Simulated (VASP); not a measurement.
# BeF3 (Fmmm) in VASP: single point with PBE

Aim: the single point of BeF3 with PBE.

All numbers are computed with VASP 6.6.1; they aren't measurements. Logs are shortened: lines on timing, memory, paths and dates and some standing lists are left out, and cuts for length are marked.

## 1. The cell of the first run

Symmetry: Fmmm, No. 69, orthorhombic system. Conventional cell: a = 7.084 Å, b = 8.586 Å, c = 13.267 Å, α = 90.00°, β = 90.00°, γ = 90.00°. Within 1.9 Å of Be (site symmetry mm2) lie 2 F at 1.38 Å. Within 1.9 Å of F (site symmetry m) lie 1 Be at 1.38 Å. F (site symmetry m2m) has 1 F at 1.42 Å within 1.9 Å.

The cell was generated, and may not be a known phase.

## 2. Single point, PBE

INCAR

```
SYSTEM = BeF3
PREC = Accurate ; ENCUT = 1350
EDIFF = 1E-6 ; ISMEAR = 0
SIGMA = 0.1 ; LREAL = .FALSE.
LASPH = .TRUE. ; NELM = 120
ALGO = Normal ; ISIF = 2
LWAVE = .FALSE. ; LCHARG = .FALSE.
GGA = PE ; NBANDS = 33
GGA_COMPAT = .FALSE.
```

KPOINTS

```
regular mesh
0
G
  4 4 4
  0 0 0
```

POSCAR

```
BeF3
1.0
    0.0000000000      6.6334281960      3.5419236780
    4.2928517595      0.0000000000      3.5419236780
    4.2928517595      6.6334281960      0.0000000000
Be F
2 6
Direct
    0.3553683449      0.6446316551      0.3553683449
    0.6446316551      0.3553683449      0.6446316551
    0.5200615052      0.4799384948      0.1976156069
    0.1976156069      0.8023843931      0.5200615052
    0.8023843931      0.1976156069      0.4799384948
    0.4799384948      0.5200615052      0.8023843931
    0.0827213134      0.9172786866      0.9172786866
    0.9172786866      0.0827213134      0.0827213134
```

Potentials or basis: VASP PAW PBE potentials, release 64 (Be, F_h).

Command:

```
$ cat potpaw_PBE.64/Be/POTCAR potpaw_PBE.64/F_h/POTCAR > POTCAR
$ mpirun -np 1 vasp_std > vasp.out
```

OUTCAR:

```text
SYSTEM = BeF3
   PREC = Accurate
   ENCUT = 1350
   EDIFF = 1E-6
   ISMEAR = 0
   LREAL = .FALSE.
   LASPH = .TRUE.
   NELM = 120
   ISIF = 2
   GGA = PE

 ion  position               nearest neighbor table
   1  0.355  0.645  0.355-   3 1.38   4 1.38
   2  0.645  0.355  0.645-   5 1.38   6 1.38
   3  0.520  0.480  0.198-   1 1.38
   4  0.198  0.802  0.520-   1 1.38
   5  0.802  0.198  0.480-   2 1.38
   6  0.480  0.520  0.802-   2 1.38
   7  0.083  0.917  0.917-   8 1.42
   8  0.917  0.083  0.083-   7 1.42

  LATTYP: Found a face centered orthorhombic cell.
 ALAT       =     7.0838473560
 B/A-ratio  =     1.2120113672
 C/A-ratio  =     1.8728320537

  Lattice vectors:

 A1 = (   4.2928517595,   6.6334281960,   0.0000000000)
 A2 = (   0.0000000000,   6.6334281960,   3.5419236780)
 A3 = (   4.2928517595,   0.0000000000,   3.5419236780)

Analysis of symmetry for initial positions (statically):
=====================================================================
 Subroutine PRICEL returns:
 Original cell was already a primitive cell.

 Routine SETGRP: Setting up the symmetry group for a
 face centered orthorhombic supercell.

 Subroutine GETGRP returns: Found  8 space group operations
 (whereof  8 operations were pure point group operations)
 out of a pool of  8 trial point group operations.

The static configuration has the point symmetry D_2h.

Analysis of symmetry for dynamics (positions and initial velocities):
=====================================================================
 Subroutine PRICEL returns:
 Original cell was already a primitive cell.

 Routine SETGRP: Setting up the symmetry group for a
 face centered orthorhombic supercell.

 Subroutine GETGRP returns: Found  8 space group operations
 (whereof  8 operations were pure point group operations)
 out of a pool of  8 trial point group operations.

The dynamic configuration has the point symmetry D_2h.

 Subroutine INISYM returns: Found  8 space group operations
 (whereof  8 operations are pure point group operations),
 and found     1 'primitive' translations

----------------------------------------------------------------------------------------

                                     Primitive cell

  volume of cell :     201.7219

  direct lattice vectors                    reciprocal lattice vectors
     0.000000000  6.633428196  3.541923678    -0.116472692  0.075375806  0.141166226
     4.292851760  0.000000000  3.541923678     0.116472692 -0.075375806  0.141166226
     4.292851760  6.633428196  0.000000000     0.116472692  0.075375806 -0.141166226

  length of vectors
     7.519813360  5.565410997  7.901325576     0.197927521  0.197927521  0.197927521

  position of ions in fractional coordinates (direct lattice)
     0.355368345  0.644631655  0.355368345
     0.644631655  0.355368345  0.644631655
     0.520061505  0.479938495  0.197615607
     0.197615607  0.802384393  0.520061505
     0.802384393  0.197615607  0.479938495
     0.479938495  0.520061505  0.802384393
     0.082721313  0.917278687  0.917278687
     0.917278687  0.082721313  0.082721313

  ion indices of the primitive-cell ions
   primitive index   ion index
                 1           1
                 2           2
                 3           3
                 4           4
                 5           5
                 6           6
                 7           7
                 8           8

----------------------------------------------------------------------------------------

 KPOINTS: regular mesh

Automatic generation of k-mesh.
 Grid dimensions read from file:
 generate k-points for:    4    4    4

 Generating k-lattice:

  Cartesian coordinates                     Fractional coordinates (reciprocal lattice)
    -0.029118173  0.018843952  0.035291557     0.250000000  0.000000000  0.000000000
     0.029118173 -0.018843952  0.035291557     0.000000000  0.250000000  0.000000000
     0.029118173  0.018843952 -0.035291557     0.000000000  0.000000000  0.250000000

  Length of vectors
     0.049481880  0.049481880  0.049481880

  Shift w.r.t. Gamma in fractional coordinates (k-lattice)
     0.000000000  0.000000000  0.000000000

 Subroutine IBZKPT returns following result:
 ===========================================

 Found     18 irreducible k-points:

 Following reciprocal coordinates:
            Coordinates               Weight
  0.000000  0.000000  0.000000      1.000000
  0.250000 -0.000000 -0.000000      8.000000
  0.500000 -0.000000 -0.000000      4.000000
  0.250000  0.250000  0.000000      2.000000
  0.500000  0.250000 -0.000000      8.000000
 -0.250000  0.250000  0.000000      4.000000
[... 10 lines left out ...]
 -0.250000  0.250000  0.500000      2.000000
  0.000000  0.500000  0.500000      1.000000
   k-points           NKPTS =     18   k-points in BZ     NKDIM =     18   number of bands    NBANDS=     33
   number of dos      NEDOS =    301   number of ions     NIONS =      8
   total plane-waves  NPLWV = 604800
   dimension x,y,z NGX =    90 NGY =   70 NGZ =   96
   dimension x,y,z NGXF=   180 NGYF=  140 NGZF=  192
   ions per type =               2   6
   NGX,Y,Z   is equivalent  to a cutoff of  19.90, 20.91, 20.20 a.u.
   NGXF,Y,Z  is equivalent  to a cutoff of  39.79, 41.82, 40.40 a.u.
 SYSTEM =  BeF3
   PREC   = accura    normal or accurate (medium, high low for compatibility)
   ISTART =      0    job   : 0-new  1-cont  2-samecut
   ICHARG =      2    charge: 1-file 2-atom 10-const
   ISPIN  =      1    spin polarized calculation?
   LNONCOLLINEAR =      F non collinear calculations
   LSORBIT =      F    spin-orbit coupling
   LASPH  =      T    aspherical Exc in radial PAW
   ENCUT  = 1350.0 eV  99.22 Ry    9.96 a.u.  22.53 16.67 23.67*2*pi/ulx,y,z
   NELM   =    120;   NELMIN=  2; NELMDL= -5     # of ELM steps
   EDIFF  = 0.1E-05   stopping-criterion for ELM
   LREAL  =      F    real-space projection
   EDIFFG = 0.1E-04   stopping-criterion for IOM
   NSW    =      0    number of steps for IOM
   IBRION =     -1    ionic relax: 0-MD 1-quasi-New 2-CG
   NFREE  =      0    steps in history (QN), initial steepest desc. (CG)
   ISIF   =      2    stress and relaxation
   ISYM   =      2    0-nonsym 1-usesym 2-fastsym
   POTIM  = 0.5000    time-step for ionic-motion
   TEBEG  =    0.0;   TEEND  =   0.0 temperature during run
   PSTRESS=    0.0 pullay stress
   NELECT =      46.0000    total number of electrons
   NUPDOWN=      -1.0000    fix difference up-down
   EMIN   =  10.00;   EMAX   =-10.00  energy-range for DOS
   EFERMI =   0.00;   METHOD = LEGACY
   ISMEAR =     0;   SIGMA  =   0.10  broadening in eV -4-tet -1-fermi 0-gaus
   EFERMI_NEDOS =   21; number of points for ismear=-14 and -15
   IALGO  =     38    algorithm
   IMIX   =      4    mixing-type and parameters
     AMIX     =   0.40;   BMIX     =  1.00
     AMIX_MAG =   1.60;   BMIX_MAG =  1.00
  volume/ion in A,a.u.               =      25.22       170.16
  Fermi-wavevector in a.u.,A,eV,Ry     =   1.000176  1.890058 13.610614  1.000352
  Thomas-Fermi vector in A             =   2.132515
   LORBIT       =      0    0 simple, 1 ext, 2 COOP (PROOUT), +10 PAW based schemes
   GGA     = PE    functional components
   LHFCALC =     F    Hartree Fock is set to
   AEXX    =    0.0000 exact exchange contribution
   IVDW    =     0    specifies the selected vdW correction
   LEPSILON=     F    determine dielectric tensor
   LRPA    =     F    only Hartree local field effects (RPA)
 non-spin polarized calculation
 Gauss-broadening in eV      SIGMA  =   0.10
  energy-cutoff  :     1350.00
  volume of cell :      201.72
 maximum number of plane-waves:     22787
   NGX = 45   NGY = 33   NGZ = 47

 number of electron      45.9999999 magnetization

 Free energy of the ion-electron system (eV)
  ---------------------------------------------------
  ext. energy  EPLUGINS =         0.00000000
  ---------------------------------------------------
  free energy    TOTEN  =       -34.10373046 eV

  energy without entropy =      -34.10373046  energy(sigma->0) =      -34.10373046

 E-fermi :  -5.6184     XC(G=0):  -5.5973

 val. band max:       -6.1583159739   @ k =   0.0000   0.5000   0.5000
 cond. band min:      -2.6497750499   @ k =   0.0000   0.5000   0.5000
 fundamental gap:      3.5085409240
 Fermi energy:        -5.6184005538

 k-point     1 :       0.0000    0.0000    0.0000
  band No.  band energies     occupation
      1     -30.6907      2.00000
      2     -26.1409      2.00000
      3     -26.1294      2.00000
      4     -25.9461      2.00000
      5     -25.9163      2.00000
      6     -24.5103      2.00000
[... 25 lines left out ...]
     32       6.9111      0.00000
     33       6.9956      0.00000

 k-point     2 :       0.2500   -0.0000   -0.0000
  band No.  band energies     occupation
      1     -30.6906      2.00000
      2     -26.1415      2.00000
      3     -26.1321      2.00000
      4     -25.9406      2.00000
      5     -25.9183      2.00000
      6     -24.5104      2.00000
[... 25 lines left out ...]
     32       6.5325      0.00000
     33       6.8206      0.00000

 k-point     3 :       0.5000   -0.0000   -0.0000
  band No.  band energies     occupation
      1     -30.6905      2.00000
      2     -26.1413      2.00000
      3     -26.1357      2.00000
      4     -25.9324      2.00000
      5     -25.9231      2.00000
      6     -24.5105      2.00000
[... 25 lines left out ...]
     32       6.4143      0.00000
     33       6.6197      0.00000

 k-point     4 :       0.2500    0.2500    0.0000
  band No.  band energies     occupation
      1     -30.6905      2.00000
      2     -26.1449      2.00000
      3     -26.1327      2.00000
      4     -25.9415      2.00000
      5     -25.9132      2.00000
      6     -24.5109      2.00000
[... 25 lines left out ...]
     32       5.7098      0.00000
     33       6.0825      0.00000

 k-point     5 :       0.5000    0.2500   -0.0000
  band No.  band energies     occupation
      1     -30.6904      2.00000
      2     -26.1460      2.00000
      3     -26.1349      2.00000
      4     -25.9359      2.00000
      5     -25.9153      2.00000
      6     -24.5110      2.00000
[... 388 lines left out ...]
 k-point    16 :       0.5000    0.0000    0.5000
  band No.  band energies     occupation
      1     -30.6907      2.00000
      2     -26.1478      2.00000
      3     -26.1225      2.00000
      4     -25.9385      2.00000
      5     -25.9239      2.00000
      6     -24.5103      2.00000
[... 25 lines left out ...]
     32       6.3587      0.00000
     33       7.3972      0.00000

 k-point    17 :      -0.2500    0.2500    0.5000
  band No.  band energies     occupation
      1     -30.6905      2.00000
      2     -26.1520      2.00000
      3     -26.1255      2.00000
      4     -25.9339      2.00000
      5     -25.9208      2.00000
      6     -24.5109      2.00000
[... 25 lines left out ...]
     32       6.0587      0.00000
     33       7.5366      0.00000

 k-point    18 :       0.0000    0.5000    0.5000
  band No.  band energies     occupation
      1     -30.6903      2.00000
      2     -26.1563      2.00000
      3     -26.1284      2.00000
      4     -25.9293      2.00000
      5     -25.9177      2.00000
      6     -24.5114      2.00000
[... 25 lines left out ...]
     32       6.4814      0.00000
     33       6.6959      0.00000

------------------------ aborting loop because EDIFF is reached ----------------------------------------

  FORCE on cell =-STRESS in cart. coord.  units (eV):
  Direction    XX          YY          ZZ          XY          YZ          ZX
  --------------------------------------------------------------------------------------
  -------------------------------------------------------------------------------------
  Total       -0.8380978      0.0915105     -0.2980642      0.0000000      0.0000000      0.0000000
  in kB       -6.6565956      0.7268229     -2.3673762      0.0000000      0.0000000      0.0000000
  external PRESSURE =      -2.7657163 kB  Pullay stress =       0.0000000 kB

 VOLUME and BASIS-vectors are now :
 -----------------------------------------------------------------------------
  energy-cutoff  :     1350.00
  volume of cell :      201.72
      direct lattice vectors                 reciprocal lattice vectors
     0.000000000  6.633428196  3.541923678    -0.116472692  0.075375806  0.141166226
     4.292851760  0.000000000  3.541923678     0.116472692 -0.075375806  0.141166226
     4.292851760  6.633428196  0.000000000     0.116472692  0.075375806 -0.141166226

 POSITION                                       TOTAL-FORCE (eV/Angst)
 -----------------------------------------------------------------------------------
      4.29285      4.71462      3.54192         0.000000      0.006035      0.000000
      4.29285      8.55224      3.54192         0.000000     -0.006035      0.000000
      2.90864      4.76066      3.54192         0.075888     -0.003815      0.000000
      5.67706      4.76066      3.54192        -0.075888     -0.003815      0.000000
      2.90864      8.50620      3.54192         0.075888      0.003815      0.000000
      5.67706      8.50620      3.54192        -0.075888      0.003815      0.000000
      7.87548      6.63343      3.54192         0.000541     -0.000000      0.000000
      0.71022      6.63343      3.54192        -0.000541     -0.000000      0.000000
 -----------------------------------------------------------------------------------
    total drift:                                0.000000      0.000000      0.000000

  FREE ENERGIE OF THE ION-ELECTRON SYSTEM (eV)
  ---------------------------------------------------
  free  energy   TOTEN  =       -34.1037304561 eV

  energy  without entropy=      -34.1037304561  energy(sigma->0) =      -34.10373046
```

Wall time 14 min (1 thread of AMD EPYC 7R13 (Zen 3), shared host); peak memory 1.2 GiB.

What came out:

```
Free energy            : -34.1037 eV
Pressure               : -0.3 GPa
Largest force          : 0.076 eV/Å
Band gap on the k mesh : 3.51 eV
```

Forces in eV/Å, atoms in the order of the input:
```
Be   0.000  0.006  0.000
Be   0.000 -0.006  0.000
F    0.076 -0.004  0.000
F   -0.076 -0.004  0.000
F    0.076  0.004  0.000
F   -0.076  0.004  0.000
F    0.001  0.000  0.000
F   -0.001  0.000  0.000
```

Stress tensor (GPa, compression positive):
```
-0.67  0.00  0.00
 0.00  0.07  0.00
 0.00  0.00 -0.24
```
